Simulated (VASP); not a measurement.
# Al8H in VASP: notebook

The runs below take Al8H through single point, with PBE.

Everything below comes from runs of VASP 6.6.1. Logs are shortened: lines on timing, memory, paths and dates and some standing lists are left out, and cuts for length are marked.

### 1 The cell of the first run

The cell holds a slab with vacuum, 18 atoms: a = 5.714 Å, b = 8.080 Å, c = 22.243 Å, α = 90.00°, β = 90.00°, γ = 90.00°.

### 2 Single point, PBE

The input, INCAR:

```
SYSTEM = Al8H
PREC = Accurate
ENCUT = 520
EDIFF = 1E-6
ISMEAR = 0
SIGMA = 0.1
LREAL = Auto
LASPH = .True.
NELM = 80
ALGO = Normal
ISIF = 2
LWAVE = .False.
LCHARG = .False.
LDIPOL = .True.
IDIPOL = 3
DIPOL = 0.5 0.5 0.305
GGA = PE
NBANDS = 40
```

The input, KPOINTS:

```
regular mesh
0
Gamma
  5 4 1
  0 0 0
```

The input, POSCAR:

```
Al8H
1.0
    5.7135165837      0.0000000000      0.0000000000
    0.0000000000      8.0801326415      0.0000000000
    0.0000000000      0.0000000000     22.2432786975
Al H
16 2
Direct
    0.2500000000      0.2500000000      0.1798296040
    0.2500000000      0.7500000000      0.1798296040
    0.7500000000      0.2500000000      0.1798296040
    0.7500000000      0.7500000000      0.1798296040
    0.0000000000      0.0000000000      0.2440458181
    0.0000000000      0.5000000000      0.2440458181
    0.5000000000      0.0000000000      0.2440458181
    0.5000000000      0.5000000000      0.2440458181
    0.2500000000      0.2500000000      0.3102598702
    0.2500000000      0.7500000000      0.3102598702
    0.7500000000      0.2500000000      0.3102598702
    0.7500000000      0.7500000000      0.3102598702
    0.0000000000      0.0000000000      0.3705963860
    0.0000000000      0.5000000000      0.3705963860
    0.5000000000      0.0000000000      0.3705963860
    0.5000000000      0.5000000000      0.3705963860
    0.7500000000     -0.0568678783      0.5324430296
    0.7500000000      0.0568678783      0.5324430296
```

Potentials or basis: VASP PAW PBE potentials, release 64 (Al, H).

Command:

```console
cat potpaw_PBE.64/Al/POTCAR potpaw_PBE.64/H/POTCAR > POTCAR
mpirun -np 1 vasp_std > vasp.out
```

OUTCAR:

```text
SYSTEM = Al8H
   PREC = Accurate
   ENCUT = 520
   EDIFF = 1E-6
   ISMEAR = 0
   LREAL = Auto
   LASPH = .True.
   NELM = 80
   ISIF = 2
   GGA = PE

 ion  position               nearest neighbor table
   1  0.250  0.250  0.180-   3 2.86   3 2.86   6 2.86   7 2.86   8 2.86   5 2.86   9 2.90
   2  0.250  0.750  0.180-   4 2.86   4 2.86   6 2.86   7 2.86   8 2.86   5 2.86  10 2.90
   3  0.750  0.250  0.180-   1 2.86   1 2.86   6 2.86   7 2.86   8 2.86   5 2.86  11 2.90
   4  0.750  0.750  0.180-   2 2.86   2 2.86   6 2.86   7 2.86   8 2.86   5 2.86  12 2.90
   5  0.000  0.000  0.244-  13 2.81   7 2.86   7 2.86   4 2.86   1 2.86   2 2.86   3 2.86  11 2.88
                            12 2.88   9 2.88  10 2.88
   6  0.000  0.500  0.244-  14 2.81   8 2.86   8 2.86   4 2.86   1 2.86   2 2.86   3 2.86  11 2.88
                            12 2.88   9 2.88  10 2.88
   7  0.500  0.000  0.244-  15 2.81   5 2.86   5 2.86   4 2.86   1 2.86   2 2.86   3 2.86  11 2.88
                            12 2.88   9 2.88  10 2.88
   8  0.500  0.500  0.244-  16 2.81   6 2.86   6 2.86   4 2.86   1 2.86   2 2.86   3 2.86  11 2.88
                            12 2.88   9 2.88  10 2.88
   9  0.250  0.250  0.310-  13 2.81  14 2.81  15 2.81  16 2.81  11 2.86  11 2.86   7 2.88   8 2.88
                             5 2.88   6 2.88   1 2.90
  10  0.250  0.750  0.310-  13 2.81  14 2.81  15 2.81  16 2.81  12 2.86  12 2.86   7 2.88   8 2.88
                             5 2.88   6 2.88   2 2.90
  11  0.750  0.250  0.310-  13 2.81  14 2.81  15 2.81  16 2.81   9 2.86   9 2.86   7 2.88   8 2.88
                             5 2.88   6 2.88   3 2.90
  12  0.750  0.750  0.310-  13 2.81  14 2.81  15 2.81  16 2.81  10 2.86  10 2.86   7 2.88   8 2.88
                             5 2.88   6 2.88   4 2.90
  13  0.000  0.000  0.371-   9 2.81  10 2.81  11 2.81  12 2.81   5 2.81  15 2.86  15 2.86
  14  0.000  0.500  0.371-   9 2.81  10 2.81  11 2.81  12 2.81   6 2.81  16 2.86  16 2.86
  15  0.500  0.000  0.371-   9 2.81  10 2.81  11 2.81  12 2.81   7 2.81  13 2.86  13 2.86
  16  0.500  0.500  0.371-   9 2.81  10 2.81  11 2.81  12 2.81   8 2.81  14 2.86  14 2.86
  17  0.750  0.943  0.532-
  18  0.750  0.057  0.532-

  LATTYP: Found a simple orthorhombic cell.
 ALAT       =     5.7135165837
 B/A-ratio  =     1.4142135624
 C/A-ratio  =     3.8930977747

  Lattice vectors:

 A1 = (   5.7135165837,   0.0000000000,   0.0000000000)
 A2 = (   0.0000000000,   8.0801326415,   0.0000000000)
 A3 = (   0.0000000000,   0.0000000000,  22.2432786975)

Analysis of symmetry for initial positions (statically):
=====================================================================
 Subroutine PRICEL returns:
 Original cell was already a primitive cell.

 Routine SETGRP: Setting up the symmetry group for a
 simple orthorhombic supercell.

 Subroutine GETGRP returns: Found  4 space group operations
 (whereof  2 operations were pure point group operations)
 out of a pool of  8 trial point group operations.

The static configuration has the point symmetry C_1h.
 The point group associated with its full space group is C_2v.

Analysis of symmetry for dynamics (positions and initial velocities):
=====================================================================
 Subroutine PRICEL returns:
 Original cell was already a primitive cell.

 Routine SETGRP: Setting up the symmetry group for a
 simple orthorhombic supercell.

 Subroutine GETGRP returns: Found  4 space group operations
 (whereof  2 operations were pure point group operations)
 out of a pool of  8 trial point group operations.

The dynamic configuration has the point symmetry C_1h.
 The point group associated with its full space group is C_2v.

 Subroutine INISYM returns: Found  4 space group operations
 (whereof  2 operations are pure point group operations),
 and found     1 'primitive' translations

----------------------------------------------------------------------------------------

                                     Primitive cell

  volume of cell :    1026.8826

  direct lattice vectors                    reciprocal lattice vectors
     5.713516584  0.000000000  0.000000000     0.175023558  0.000000000  0.000000000
     0.000000000  8.080132642  0.000000000     0.000000000  0.123760345  0.000000000
     0.000000000  0.000000000 22.243278697     0.000000000  0.000000000  0.044957401

  length of vectors
     5.713516584  8.080132642 22.243278697     0.175023558  0.123760345  0.044957401

  position of ions in fractional coordinates (direct lattice)
     0.250000000  0.250000000  0.179829604
     0.250000000  0.750000000  0.179829604
     0.750000000  0.250000000  0.179829604
     0.750000000  0.750000000  0.179829604
     0.000000000  0.000000000  0.244045818
     0.000000000  0.500000000  0.244045818
[... 10 lines left out ...]
     0.750000000  0.943132122  0.532443030
     0.750000000  0.056867878  0.532443030

  ion indices of the primitive-cell ions
   primitive index   ion index
                 1           1
                 2           2
                 3           3
                 4           4
                 5           5
                 6           6
[... 10 lines left out ...]
                17          17
                18          18

----------------------------------------------------------------------------------------

 KPOINTS: regular mesh

Automatic generation of k-mesh.
 Grid dimensions read from file:
 generate k-points for:    5    4    1

 Generating k-lattice:

  Cartesian coordinates                     Fractional coordinates (reciprocal lattice)
     0.035004712  0.000000000  0.000000000     0.200000000  0.000000000  0.000000000
     0.000000000  0.030940086  0.000000000     0.000000000  0.250000000  0.000000000
     0.000000000  0.000000000  0.044957401     0.000000000  0.000000000  1.000000000

  Length of vectors
     0.035004712  0.030940086  0.044957401

  Shift w.r.t. Gamma in fractional coordinates (k-lattice)
     0.000000000  0.000000000  0.000000000

 Subroutine IBZKPT returns following result:
 ===========================================

 Found      9 irreducible k-points:

 Following reciprocal coordinates:
            Coordinates               Weight
  0.000000  0.000000  0.000000      1.000000
  0.200000  0.000000  0.000000      2.000000
  0.400000  0.000000  0.000000      2.000000
  0.000000  0.250000  0.000000      2.000000
  0.200000  0.250000  0.000000      4.000000
  0.400000  0.250000  0.000000      4.000000
  0.000000  0.500000  0.000000      1.000000
  0.200000  0.500000  0.000000      2.000000
  0.400000  0.500000  0.000000      2.000000
   k-points           NKPTS =      9   k-points in BZ     NKDIM =      9   number of bands    NBANDS=     40
   number of dos      NEDOS =    301   number of ions     NIONS =     18
   total plane-waves  NPLWV = 423360
   dimension x,y,z NGX =    42 NGY =   60 NGZ =  168
   dimension x,y,z NGXF=    84 NGYF=  120 NGZF=  336
   ions per type =              16   2
   NGX,Y,Z   is equivalent  to a cutoff of  12.22, 12.34, 12.56 a.u.
   NGXF,Y,Z  is equivalent  to a cutoff of  24.44, 24.69, 25.11 a.u.
 SYSTEM =  Al8H
   PREC   = accura    normal or accurate (medium, high low for compatibility)
   ISTART =      0    job   : 0-new  1-cont  2-samecut
   ICHARG =      2    charge: 1-file 2-atom 10-const
   ISPIN  =      1    spin polarized calculation?
   LNONCOLLINEAR =      F non collinear calculations
   LSORBIT =      F    spin-orbit coupling
   LASPH  =      T    aspherical Exc in radial PAW
   ENCUT  =  520.0 eV  38.22 Ry    6.18 a.u.  10.62 15.02 41.36*2*pi/ulx,y,z
   NELM   =     80;   NELMIN=  2; NELMDL= -5     # of ELM steps
   EDIFF  = 0.1E-05   stopping-criterion for ELM
   LREAL  =      T    real-space projection
   EDIFFG = 0.1E-04   stopping-criterion for IOM
   NSW    =      0    number of steps for IOM
   IBRION =     -1    ionic relax: 0-MD 1-quasi-New 2-CG
   NFREE  =      0    steps in history (QN), initial steepest desc. (CG)
   ISIF   =      2    stress and relaxation
   ISYM   =      2    0-nonsym 1-usesym 2-fastsym
   POTIM  = 0.5000    time-step for ionic-motion
   TEBEG  =    0.0;   TEEND  =   0.0 temperature during run
   PSTRESS=    0.0 pullay stress
   NELECT =      50.0000    total number of electrons
   NUPDOWN=      -1.0000    fix difference up-down
   EMIN   =  10.00;   EMAX   =-10.00  energy-range for DOS
   EFERMI =   0.00;   METHOD = LEGACY
   ISMEAR =     0;   SIGMA  =   0.10  broadening in eV -4-tet -1-fermi 0-gaus
   EFERMI_NEDOS =   21; number of points for ismear=-14 and -15
   IALGO  =     38    algorithm
   IMIX   =      4    mixing-type and parameters
     AMIX     =   0.40;   BMIX     =  1.00
     AMIX_MAG =   1.60;   BMIX_MAG =  1.00
  volume/ion in A,a.u.               =      57.05       384.99
  Fermi-wavevector in a.u.,A,eV,Ry     =   0.597803  1.129683  4.862288  0.357368
  Thomas-Fermi vector in A             =   1.648667
   LORBIT       =      0    0 simple, 1 ext, 2 COOP (PROOUT), +10 PAW based schemes
   GGA     = PE    functional components
   LHFCALC =     F    Hartree Fock is set to
   AEXX    =    0.0000 exact exchange contribution
   IVDW    =     0    specifies the selected vdW correction
   LEPSILON=     F    determine dielectric tensor
   LRPA    =     F    only Hartree local field effects (RPA)
 non-spin polarized calculation
 Gauss-broadening in eV      SIGMA  =   0.10
  energy-cutoff  :      520.00
  volume of cell :     1026.88
 maximum number of plane-waves:     27706
   NGX = 21   NGY = 31   NGZ = 83

 dipolmoment           0.000000      0.000000      0.035637 electrons x Angstroem

 number of electron      49.9999997 magnetization

 dipolmoment           0.000000      0.000000     -0.012713 electrons x Angstroem

 Free energy of the ion-electron system (eV)
  ---------------------------------------------------
  ext. energy  EPLUGINS =         0.00000000
  ---------------------------------------------------
  free energy    TOTEN  =       -61.11043672 eV

  energy without entropy =      -61.07365616  energy(sigma->0) =      -61.09204644

 E-fermi :  -0.8486     XC(G=0):  -3.7355

 val. band max:       -0.8736381352   @ k =   0.0000   0.2500   0.0000
 cond. band min:      -0.8020721526   @ k =   0.2000   0.2500   0.0000
 fundamental gap:      0.0715659826
 Fermi energy:        -0.8485776127

 k-point     1 :       0.0000    0.0000    0.0000
  band No.  band energies     occupation
      1     -11.0898      2.00000
      2      -8.9134      2.00000
      3      -8.8332      2.00000
      4      -8.6538      2.00000
      5      -6.6775      2.00000
      6      -6.6330      2.00000
[... 29 lines left out ...]
     36       1.2343      0.00000
     37       1.2364      0.00000

 k-point     2 :       0.2000    0.0000    0.0000
  band No.  band energies     occupation
      1     -10.9092      2.00000
      2      -8.7358      2.00000
      3      -8.6554      2.00000
      4      -8.4749      2.00000
      5      -8.2301      2.00000
      6      -6.5283      2.00000
[... 29 lines left out ...]
     36       1.4929      0.00000
     37       1.6006      0.00000
[... 238 lines left out ...]
     36       1.3283      0.00000
     37       1.3939      0.00000

 k-point     9 :       0.4000    0.5000    0.0000
  band No.  band energies     occupation
      1      -9.8122      2.00000
      2      -9.8108      2.00000
      3      -8.9201      2.00000
      4      -8.9187      2.00000
      5      -7.4180      2.00000
      6      -7.4165      2.00000
[... 29 lines left out ...]
     36       1.7651      0.00000
     37       1.7885      0.00000
 [bands above 37 left out]

------------------------ aborting loop because EDIFF is reached ----------------------------------------

 vacuum level on the upper side and lower side of the slab       (xc-potential included)        -0.099        -0.001

  FORCE on cell =-STRESS in cart. coord.  units (eV):
  Direction    XX          YY          ZZ          XY          YZ          ZX
  --------------------------------------------------------------------------------------
  -------------------------------------------------------------------------------------
  Total      -11.9040704     -7.0389304     -1.1267985      0.0000000      0.0000000      0.0000000
  in kB      -18.5731379    -10.9823800     -1.7580695      0.0000000      0.0000000      0.0000000
  external PRESSURE =     -10.4378625 kB  Pullay stress =       0.0000000 kB

 VOLUME and BASIS-vectors are now :
 -----------------------------------------------------------------------------
  energy-cutoff  :      520.00
  volume of cell :     1026.88
      direct lattice vectors                 reciprocal lattice vectors
     5.713516584  0.000000000  0.000000000     0.175023558  0.000000000  0.000000000
     0.000000000  8.080132642  0.000000000     0.000000000  0.123760345  0.000000000
     0.000000000  0.000000000 22.243278697     0.000000000  0.000000000  0.044957401

 POSITION                                       TOTAL-FORCE (eV/Angst)
 -----------------------------------------------------------------------------------
      1.42838      2.02003      4.00000        -0.000000      0.002276      0.211446
      1.42838      6.06010      4.00000        -0.000000     -0.002276      0.211446
      4.28514      2.02003      4.00000        -0.000000      0.000053      0.215127
      4.28514      6.06010      4.00000        -0.000000     -0.000053      0.215127
      0.00000      0.00000      5.42838         0.002108     -0.000000     -0.206864
      0.00000      4.04007      5.42838         0.002016     -0.000000     -0.207522
[... 10 lines left out ...]
      4.28514      7.62063     11.84328         0.000000      3.532106      0.017412
      4.28514      0.45950     11.84328         0.000000     -3.532106      0.017412
 -----------------------------------------------------------------------------------
    total drift:                                0.000000     -0.000000     -0.013701

  FREE ENERGIE OF THE ION-ELECTRON SYSTEM (eV)
  ---------------------------------------------------
  free  energy   TOTEN  =       -61.1104367215 eV

  energy  without entropy=      -61.0736561605  energy(sigma->0) =      -61.09204644

 vacuum level on the upper side and lower side of the slab         3.170         3.221
```

Run time: 8.6 min. Hardware: 1 thread of Intel Xeon Platinum 8488C (Sapphire Rapids), shared host; peak memory 0.9 GiB.

What came out:

* Free energy: -61.1104 eV
* Largest force: 3.532 eV/Å
* Band gap on the k mesh: zero (bands 25 and 26 overlap by 0.48 eV)

Forces on the atoms (eV/Å):
```
Al   0.000  0.002  0.211
Al   0.000 -0.002  0.211
Al   0.000  0.000  0.215
Al   0.000  0.000  0.215
Al   0.002  0.000 -0.207
Al   0.002  0.000 -0.208
Al  -0.002  0.000 -0.207
Al  -0.002  0.000 -0.208
Al   0.000 -0.003 -0.018
Al   0.000  0.003 -0.018
Al   0.000 -0.005 -0.011
Al   0.000  0.005 -0.011
Al   0.006  0.000 -0.005
Al   0.001  0.000  0.006
Al  -0.006  0.000 -0.005
Al  -0.001  0.000  0.006
H    0.000  3.532  0.017
H    0.000 -3.532  0.017
```

Levels at points of the mesh, in eV from the Fermi level:
| k point | band 23 | band 24 | band 25 | band 26 | band 27 | band 28 |
| --- | --- | --- | --- | --- | --- | --- |
| (0.00, 0.00, 0.00) | -0.83 | -0.76 | -0.55 | -0.15 | -0.14 | 0.21 |
| (0.00, 0.50, 0.00) | -0.95 | -0.88 | -0.88 | 0.23 | 0.23 | 0.25 |

(Part 1 of 2 ends here.)

The gap in the log of VASP goes by the Fermi energy; the results here count the filled bands.